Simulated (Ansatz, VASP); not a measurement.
## One calculation of Cu, two programs

Contents of INCAR:

```
PREC     = Accurate       # precision mode
ENCUT    = 520            # plane-wave cutoff, eV
EDIFF    = 1E-6           # SCF threshold, eV
ISMEAR   = 0              # smearing method
SIGMA    = 0.15           # smearing width, eV
LREAL    = False          # projectors in reciprocal space
LASPH    = True           # aspherical terms in the spheres
NELM     = 100            # most SCF steps
ALGO     = Normal         # electronic algorithm
ISIF     = 2              # what is computed and relaxed
LWAVE    = False          # write WAVECAR
LCHARG   = False          # write CHGCAR
GGA      = PS             # functional
NBANDS   = 12             # bands
```

File KPOINTS:

```
regular mesh
0
Gamma
  22 22 22
```

File POSCAR:

```
Cu
1.0
    0.0000000000      1.8978750000      1.8978750000
    1.8978750000      0.0000000000      1.8978750000
    1.8978750000      1.8978750000      0.0000000000
Cu
1
Direct
    0.0000000000      0.0000000000      0.0000000000
```

Input for Ansatz:

```yaml
crystal:
  lattice:
    - [0.0, 1.897875, 1.897875]
    - [1.897875, 0.0, 1.897875]
    - [1.897875, 1.897875, 0.0]
  atoms:
    - { symbol: Cu, position: [0.0, 0.0, 0.0] }
basis:
  ecutwfc: 420
kpoints:
  mp_grid: { grid: [22, 22, 22] }
hamiltonian:
  xc: pbesol
scf:
  occupations: { method: gaussian, width: 0.15 }
output:
  forces: true
  stress: true
  eigenvalues: true
```

Change from the starting cell: strain +0.050 along x and y, +0.050 along z, atoms carried along.

Alike in both runs: task single point; functional PBEsol; k mesh 22 × 22 × 22; occupations gaussian, width 0.15 eV; no spin polarisation.

|  | VASP | Ansatz |
| --- | --- | --- |
| version | VASP 6.6.1 | Ansatz 0.2.0 |
| potentials or method | VASP PAW PBE potentials, release 64 (Cu), cutoff 520 eV | scalar-relativistic, plane waves, PAW |
| valence electrons in the cell | 11 | 19 |

|  | VASP | Ansatz | Ansatz less VASP |
| --- | --- | --- | --- |
| gap on the k mesh at the Fermi level (eV) | none | none | - |
| pressure (GPa) | -19.2 | -19.8 | -0.61 |

VASP's potentials were made for PBE, not for PBEsol. A gap of «none» marks a metal or a gap that the smearing closes. VASP's potentials hold 11 valence electrons a cell and Ansatz's 19, so a difference there can come from the potentials and not from the codes.
